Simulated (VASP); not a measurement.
# Mg2Si3N3 (I4/mmm) in VASP: single point with PBE

Aim: the single point of Mg2Si3N3 with PBE.

Program: VASP 6.6.1. These are calculated values, not measurements. Logs are shortened: lines on timing, memory, paths and dates and some standing lists are left out, and cuts for length are marked.

## (1) The cell of the first run

It takes space group I4/mmm (No. 139, tetragonal). The conventional cell has a = 4.866 Å, b = 4.866 Å, c = 8.286 Å, α = 90.00°, β = 90.00°, γ = 90.00°. Within 2.7 Å of Mg (site symmetry mmm) lie 4 N at 2.07 to 2.43 Å and 2 Si at 2.43 Å. Si (site symmetry 4mm) has 1 N at 1.77 Å within 2.3 Å. Si (site symmetry 4/mmm) has 2 Si at 2.38 Å and 4 Mg at 2.43 Å within 3.1 Å. Within 2.7 Å of N (site symmetry -4m2) lie 2 Mg at 2.07 Å and 4 Si at 2.45 Å. Within 2.3 Å of N (site symmetry 4/mmm) lie 2 Si at 1.77 Å.

## (2) Single point, PBE

INCAR

```
SYSTEM = Mg2Si3N3
ALGO = Normal
EDIFF = 1E-6
ENCUT = 600
GGA = PE
GGA_COMPAT = .False.
ISIF = 2
ISMEAR = 0
LASPH = .True.
LCHARG = .False.
LREAL = .False.
LWAVE = .False.
NBANDS = 26
NELM = 120
PREC = Accurate
SIGMA = 0.2
```

KPOINTS

```
k-points
0
Gamma
  4 4 4
  0 0 0
```

POSCAR

```
Mg2Si3N3
1.0
   -2.4329727000      2.4329727000      4.1431663090
    2.4329727000     -2.4329727000      4.1431663090
    2.4329727000      2.4329727000     -4.1431663090
Mg Si N
2 3 3
Direct
    0.5000000000      0.0000000000      0.5000000000
    0.0000000000      0.5000000000      0.5000000000
    0.7869889143      0.7869889143      0.0000000000
    0.2130110857      0.2130110857      0.0000000000
    0.5000000000      0.5000000000      0.0000000000
    0.7500000000      0.2500000000      0.5000000000
    0.2500000000      0.7500000000      0.5000000000
    0.0000000000      0.0000000000      0.0000000000
```

Potentials or basis: VASP PAW PBE potentials, release 64 (Mg, Si, N).

Run with:

```
$ cat potpaw_PBE.64/Mg/POTCAR potpaw_PBE.64/Si/POTCAR potpaw_PBE.64/N/POTCAR > POTCAR
$ mpirun -np 1 vasp_std > vasp.out
```

OUTCAR:

```text
SYSTEM = Mg2Si3N3
   EDIFF = 1E-6
   ENCUT = 600
   GGA = PE
   ISIF = 2
   ISMEAR = 0
   LASPH = .True.
   LREAL = .False.
   NELM = 120
   PREC = Accurate

 ion  position               nearest neighbor table
   1  0.500  0.000  0.500-   6 2.07   7 2.07   5 2.43   8 2.43   5 2.43   8 2.43   4 3.01   4 3.01
                             3 3.01   3 3.01   4 3.40   4 3.40   3 3.40   3 3.40   2 3.44   2 3.44
   2  0.000  0.500  0.500-   6 2.07   7 2.07   5 2.43   8 2.43   8 2.43   5 2.43   4 3.01   3 3.01
                             4 3.01   3 3.01   4 3.40   3 3.40   4 3.40   3 3.40   1 3.44   1 3.44
   3  0.787  0.787  0.000-   8 1.77   5 2.38   7 2.45   6 2.45   6 2.45   7 2.45   1 3.01   2 3.01
                             1 3.01   2 3.01   1 3.40   1 3.40   2 3.40   2 3.40
   4  0.213  0.213  0.000-   8 1.77   5 2.38   6 2.45   7 2.45   6 2.45   7 2.45   1 3.01   2 3.01
                             2 3.01   1 3.01   1 3.40   2 3.40   1 3.40   2 3.40
   5  0.500  0.500  0.000-   3 2.38   4 2.38   1 2.43   2 2.43   1 2.43   2 2.43
   6  0.750  0.250  0.500-   1 2.07   2 2.07   3 2.45   4 2.45   3 2.45   4 2.45
   7  0.250  0.750  0.500-   1 2.07   2 2.07   3 2.45   4 2.45   3 2.45   4 2.45
   8  0.000  0.000  0.000-   3 1.77   4 1.77   1 2.43   2 2.43   2 2.43   1 2.43

  LATTYP: Found a body centered tetragonal cell.
 ALAT       =     4.8659454000
 C/A-ratio  =     1.7029234685

  Lattice vectors:

 A1 = (  -2.4329727000,   2.4329727000,   4.1431663090)
 A2 = (   2.4329727000,  -2.4329727000,   4.1431663090)
 A3 = (   2.4329727000,   2.4329727000,  -4.1431663090)

Analysis of symmetry for initial positions (statically):
=====================================================================
 Subroutine PRICEL returns:
 Original cell was already a primitive cell.

 Routine SETGRP: Setting up the symmetry group for a
 body centered tetragonal supercell.

 Subroutine GETGRP returns: Found 16 space group operations
 (whereof 16 operations were pure point group operations)
 out of a pool of 16 trial point group operations.

The static configuration has the point symmetry D_4h.

Analysis of symmetry for dynamics (positions and initial velocities):
=====================================================================
 Subroutine PRICEL returns:
 Original cell was already a primitive cell.

 Routine SETGRP: Setting up the symmetry group for a
 body centered tetragonal supercell.

 Subroutine GETGRP returns: Found 16 space group operations
 (whereof 16 operations were pure point group operations)
 out of a pool of 16 trial point group operations.

The dynamic configuration has the point symmetry D_4h.

 Subroutine INISYM returns: Found 16 space group operations
 (whereof 16 operations are pure point group operations),
 and found     1 'primitive' translations

----------------------------------------------------------------------------------------

                                     Primitive cell

  volume of cell :      98.0995

  direct lattice vectors                    reciprocal lattice vectors
    -2.432972700  2.432972700  4.143166309     0.000000000  0.205509910  0.120680649
     2.432972700 -2.432972700  4.143166309     0.205509910  0.000000000  0.120680649
     2.432972700  2.432972700 -4.143166309     0.205509910  0.205509910  0.000000000

  length of vectors
     5.385586262  5.385586262  5.385586262     0.238323608  0.238323608  0.290634902

  position of ions in fractional coordinates (direct lattice)
     0.500000000  0.000000000  0.500000000
     0.000000000  0.500000000  0.500000000
     0.786988914  0.786988914  0.000000000
     0.213011086  0.213011086  0.000000000
     0.500000000  0.500000000  0.000000000
     0.750000000  0.250000000  0.500000000
     0.250000000  0.750000000  0.500000000
     0.000000000  0.000000000  0.000000000

  ion indices of the primitive-cell ions
   primitive index   ion index
                 1           1
                 2           2
                 3           3
                 4           4
                 5           5
                 6           6
                 7           7
                 8           8

----------------------------------------------------------------------------------------

 KPOINTS: k-points

Automatic generation of k-mesh.
 Grid dimensions read from file:
 generate k-points for:    4    4    4

 Generating k-lattice:

  Cartesian coordinates                     Fractional coordinates (reciprocal lattice)
     0.000000000  0.051377477  0.030170162     0.250000000  0.000000000  0.000000000
     0.051377477  0.000000000  0.030170162     0.000000000  0.250000000  0.000000000
     0.051377477  0.051377477  0.000000000     0.000000000  0.000000000  0.250000000

  Length of vectors
     0.059580902  0.059580902  0.072658725

  Shift w.r.t. Gamma in fractional coordinates (k-lattice)
     0.000000000  0.000000000  0.000000000

 Subroutine IBZKPT returns following result:
 ===========================================

 Found     13 irreducible k-points:

 Following reciprocal coordinates:
            Coordinates               Weight
  0.000000  0.000000  0.000000      1.000000
  0.250000  0.000000  0.000000      8.000000
  0.500000  0.000000  0.000000      4.000000
  0.250000  0.250000  0.000000      8.000000
  0.500000  0.250000  0.000000     16.000000
 -0.250000  0.250000  0.000000      4.000000
  0.500000  0.500000  0.000000      2.000000
  0.250000  0.250000  0.250000      2.000000
 -0.250000  0.250000  0.250000      4.000000
  0.500000  0.500000  0.250000      4.000000
 -0.250000  0.500000  0.250000      8.000000
 -0.250000 -0.250000  0.250000      2.000000
  0.500000  0.500000  0.500000      1.000000
   k-points           NKPTS =     13   k-points in BZ     NKDIM =     13   number of bands    NBANDS=     26
   number of dos      NEDOS =    301   number of ions     NIONS =      8
   total plane-waves  NPLWV = 110592
   dimension x,y,z NGX =    48 NGY =   48 NGZ =   48
   dimension x,y,z NGXF=    96 NGYF=   96 NGZF=   96
   ions per type =               2   3   3
   NGX,Y,Z   is equivalent  to a cutoff of  14.82, 14.82, 14.82 a.u.
   NGXF,Y,Z  is equivalent  to a cutoff of  29.63, 29.63, 29.63 a.u.
 SYSTEM =  Mg2Si3N3
   PREC   = accura    normal or accurate (medium, high low for compatibility)
   ISTART =      0    job   : 0-new  1-cont  2-samecut
   ICHARG =      2    charge: 1-file 2-atom 10-const
   ISPIN  =      1    spin polarized calculation?
   LNONCOLLINEAR =      F non collinear calculations
   LSORBIT =      F    spin-orbit coupling
   LASPH  =      T    aspherical Exc in radial PAW
   ENCUT  =  600.0 eV  44.10 Ry    6.64 a.u.  10.76 10.76 10.76*2*pi/ulx,y,z
   NELM   =    120;   NELMIN=  2; NELMDL= -5     # of ELM steps
   EDIFF  = 0.1E-05   stopping-criterion for ELM
   LREAL  =      F    real-space projection
   EDIFFG = 0.1E-04   stopping-criterion for IOM
   NSW    =      0    number of steps for IOM
   IBRION =     -1    ionic relax: 0-MD 1-quasi-New 2-CG
   NFREE  =      0    steps in history (QN), initial steepest desc. (CG)
   ISIF   =      2    stress and relaxation
   ISYM   =      2    0-nonsym 1-usesym 2-fastsym
   POTIM  = 0.5000    time-step for ionic-motion
   TEBEG  =    0.0;   TEEND  =   0.0 temperature during run
   PSTRESS=    0.0 pullay stress
   NELECT =      31.0000    total number of electrons
   NUPDOWN=      -1.0000    fix difference up-down
   EMIN   =  10.00;   EMAX   =-10.00  energy-range for DOS
   EFERMI =   0.00;   METHOD = LEGACY
   ISMEAR =     0;   SIGMA  =   0.20  broadening in eV -4-tet -1-fermi 0-gaus
   EFERMI_NEDOS =   21; number of points for ismear=-14 and -15
   IALGO  =     38    algorithm
   IMIX   =      4    mixing-type and parameters
     AMIX     =   0.40;   BMIX     =  1.00
     AMIX_MAG =   1.60;   BMIX_MAG =  1.00
  volume/ion in A,a.u.               =      12.26        82.75
  Fermi-wavevector in a.u.,A,eV,Ry     =   1.115081  2.107198 16.917564  1.243406
  Thomas-Fermi vector in A             =   2.251682
   LORBIT       =      0    0 simple, 1 ext, 2 COOP (PROOUT), +10 PAW based schemes
   GGA     = PE    functional components
   LHFCALC =     F    Hartree Fock is set to
   AEXX    =    0.0000 exact exchange contribution
   IVDW    =     0    specifies the selected vdW correction
   LEPSILON=     F    determine dielectric tensor
   LRPA    =     F    only Hartree local field effects (RPA)
 non-spin polarized calculation
 Gauss-broadening in eV      SIGMA  =   0.20
  energy-cutoff  :      600.00
  volume of cell :       98.10
 maximum number of plane-waves:      3297
 NGX is ok and might be reduce to    48
   NGX = 21   NGY = 21   NGZ = 21

 number of electron      31.0000002 magnetization

 Free energy of the ion-electron system (eV)
  ---------------------------------------------------
  ext. energy  EPLUGINS =         0.00000000
  ---------------------------------------------------
  free energy    TOTEN  =       -41.43221092 eV

  energy without entropy =      -41.37171539  energy(sigma->0) =      -41.40196316

 E-fermi :   6.4016     XC(G=0): -10.7691

 val. band max:        6.3357803285   @ k =  -0.2500   0.5000   0.2500
 cond. band min:       6.4050720810   @ k =   0.5000   0.5000   0.2500
 fundamental gap:      0.0692917525
 Fermi energy:         6.4016466018

 k-point     1 :       0.0000    0.0000    0.0000
  band No.  band energies     occupation
      1      -9.9041      2.00000
      2      -7.2689      2.00000
      3      -6.4417      2.00000
      4      -2.3299      2.00000
      5      -1.4219      2.00000
      6       1.1532      2.00000
[... 18 lines left out ...]
     25      13.4650      0.00000
     26      14.8398      0.00000

 k-point     2 :       0.2500    0.0000    0.0000
  band No.  band energies     occupation
      1      -9.7360      2.00000
      2      -7.3151      2.00000
      3      -6.6390      2.00000
      4      -2.5681      2.00000
      5      -1.6652      2.00000
      6       0.3835      2.00000
[... 18 lines left out ...]
     25      13.0275      0.00000
[... 289 lines left out ...]
     25      12.9447      0.00000
     26      14.5319      0.00000

 k-point    13 :       0.5000    0.5000    0.5000
  band No.  band energies     occupation
      1      -9.4461      2.00000
      2      -7.8774      2.00000
      3      -6.5863      2.00000
      4      -2.5664      2.00000
      5      -1.5530      2.00000
      6       0.0517      2.00000
[... 18 lines left out ...]
     25      12.6934      0.00000
     26      12.6934      0.00000

------------------------ aborting loop because EDIFF is reached ----------------------------------------

  FORCE on cell =-STRESS in cart. coord.  units (eV):
  Direction    XX          YY          ZZ          XY          YZ          ZX
  --------------------------------------------------------------------------------------
  -------------------------------------------------------------------------------------
  Total       -0.3310649     -0.3310649     -0.0554140      0.0000000      0.0000000      0.0000000
  in kB       -5.4070071     -5.4070071     -0.9050309      0.0000000      0.0000000      0.0000000
  external PRESSURE =      -3.9063484 kB  Pullay stress =       0.0000000 kB

 VOLUME and BASIS-vectors are now :
 -----------------------------------------------------------------------------
  energy-cutoff  :      600.00
  volume of cell :       98.10
      direct lattice vectors                 reciprocal lattice vectors
    -2.432972700  2.432972700  4.143166309     0.000000000  0.205509910  0.120680649
     2.432972700 -2.432972700  4.143166309     0.205509910  0.000000000  0.120680649
     2.432972700  2.432972700 -4.143166309     0.205509910  0.205509910  0.000000000

 POSITION                                       TOTAL-FORCE (eV/Angst)
 -----------------------------------------------------------------------------------
      0.00000      2.43297      0.00000         0.000000      0.000000      0.000000
      2.43297      0.00000      0.00000         0.000000      0.000000      0.000000
      0.00000      0.00000      6.52125        -0.000000     -0.000000      0.014144
      0.00000      0.00000      1.76508        -0.000000     -0.000000     -0.014144
      0.00000      0.00000      4.14317         0.000000      0.000000      0.000000
      0.00000      2.43297      2.07158         0.000000      0.000000      0.000000
      2.43297      0.00000      2.07158         0.000000      0.000000      0.000000
      0.00000      0.00000      0.00000         0.000000      0.000000      0.000000
 -----------------------------------------------------------------------------------
    total drift:                               -0.000000     -0.000000      0.000000

  FREE ENERGIE OF THE ION-ELECTRON SYSTEM (eV)
  ---------------------------------------------------
  free  energy   TOTEN  =       -41.4322109248 eV

  energy  without entropy=      -41.3717153918  energy(sigma->0) =      -41.40196316
```

Wall time 52 s (1 thread of Intel Xeon Platinum 8559C (Emerald Rapids), shared host); peak memory 0.32 GiB.

What came out:

```
Free energy   : -41.4322 eV
Pressure      : -0.4 GPa
Largest force : 0.014 eV/Å
```

Forces on the atoms (eV/Å):
```
Mg   0.000  0.000  0.000
Mg   0.000  0.000  0.000
Si   0.000  0.000  0.014
Si   0.000  0.000 -0.014
Si   0.000  0.000  0.000
N    0.000  0.000  0.000
N    0.000  0.000  0.000
N    0.000  0.000  0.000
```

Caveat: the k points lie up to 0.46 Å⁻¹ apart.
